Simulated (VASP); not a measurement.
Write the native input for VASP 6.6.1 that does the following.

```
Task                   : single point
Functional             : PBE
Potentials or basis    : VASP PAW PBE potentials, release 64 (Si, C, H)
Cutoff                 : 520 eV
k mesh                 : 2 × 2 × 2
Occupations            : gaussian, width 0.01 eV
Spin                   : collinear spin
Dipole correction      : no
Further INCAR settings : LREAL = Auto; ALGO = Normal; EDIFF = 1e-07; NBANDS = 90
```

The structure of Si16HC16 (a cell with a defect) lies in POSCAR:

```
Si16HC16
1.0
   -6.1882403622      0.0000000001      0.0000000000
    3.0941201811     -5.3591733584      0.0000000000
    0.0000000000      0.0000000000     10.1293391982
Si C H
16 16 1
Direct
    0.1578996167      0.3289498083      0.9355377079
    0.1578700456      0.8289350228      0.9374319428
    0.6578612289      0.3289506268      0.9355308625
    0.6578612289      0.8289106022      0.9355308625
    0.3246460087      0.1625819271      0.4370290588
    0.3246460087      0.6620640817      0.4370290588
    0.8244605645      0.1622302822      0.4361122693
    0.8241500157      0.6620750079      0.4370256364
    0.4911694210      0.4955847105      0.6864629166
    0.4910346109      0.9955173054      0.6864976950
    0.9912022471      0.4956729874      0.6864975936
    0.9912022471      0.9955292597      0.6864975936
    0.4911735484      0.4955867742      0.1862382979
    0.4903942997      0.9951971498      0.1861432577
    0.9914917793      0.4962408244      0.1861617108
    0.9914917793      0.9952509549      0.1861617108
    0.1581365622      0.3290682811      0.7477653563
    0.1577913358      0.8288956679      0.7479780707
    0.6576733975      0.3290485906      0.7477602391
    0.6576733975      0.8286248069      0.7477602391
    0.3259410741      0.1652405131      0.2492585085
    0.3259410741      0.6607005610      0.2492585085
    0.8244366364      0.1622183182      0.2483331461
    0.8215230443      0.6607615222      0.2492573546
   -0.0088597868     -0.0044095420      0.4989005636
   -0.0088597868      0.4955497552      0.4989005636
    0.4911485821     -0.0044257090      0.4989082549
    0.4911561298      0.4955780649      0.4997703020
   -0.0108044741     -0.0023774894     -0.0025983100
   -0.0108044741      0.4915730154     -0.0025983100
    0.4952066344     -0.0023966828     -0.0026364666
    0.4912143417      0.4956071709     -0.0014823932
    1.1579316615      0.8289658307      0.1197500158
```

This cell differs from its parent crystal: with an interstitial atom, then relaxed in part.

These files were run (other wordings do the same):

INCAR

```
SYSTEM = Si16HC16
ALGO = Normal
EDIFF = 1E-7
ENCUT = 520
GGA = PE
ISIF = 2
ISMEAR = 0
ISPIN = 2
LASPH = .True.
LCHARG = .False.
LORBIT = 11
LREAL = Auto
LWAVE = .False.
MAGMOM = 0 0.125 0 0 0 0 0 0 0 0 0 0 0 0 0.125 0.125 0 0 0 0 0 0 0 0.125 0 0 0 0 0.125 0.125 0 0.125 0.125
NBANDS = 90
NELM = 150
PREC = Accurate
SIGMA = 0.01
```

KPOINTS

```
k-points
0
Gamma
  2 2 2
  0 0 0
```

Potentials or basis: VASP PAW PBE potentials, release 64 (Si, C, H).

Command:

```bash
$ cat potpaw_PBE.64/Si/POTCAR potpaw_PBE.64/C/POTCAR potpaw_PBE.64/H/POTCAR > POTCAR
$ mpirun -np 1 vasp_std > vasp.out
```

Results of the run:

```
Pressure                                              : 1.4 GPa
Largest force                                         : 0.008 eV/Å
Net moment                                            : 0.50 μB per cell
Site moments                                          : Si +0.00, -0.00 (each value once); C +0.00, +0.01, +0.02 (each value once); H +0.12 μB
Valence electrons inside the program's atomic spheres : Si 1.67, 1.65, 1.66 (each value once); C 2.54, 2.53 (each value once); H 0.54
```

Caveat: the k points lie up to 0.59 Å⁻¹ apart; the cell differs from its parent crystal (with an interstitial atom, then relaxed in part).

Run time: 9.4 min on 1 thread of Intel(R) Xeon(R) Platinum 8259CL CPU @ 2.50GHz (Skylake/Cascade Lake) (shared host), peak memory 0.69 GiB.
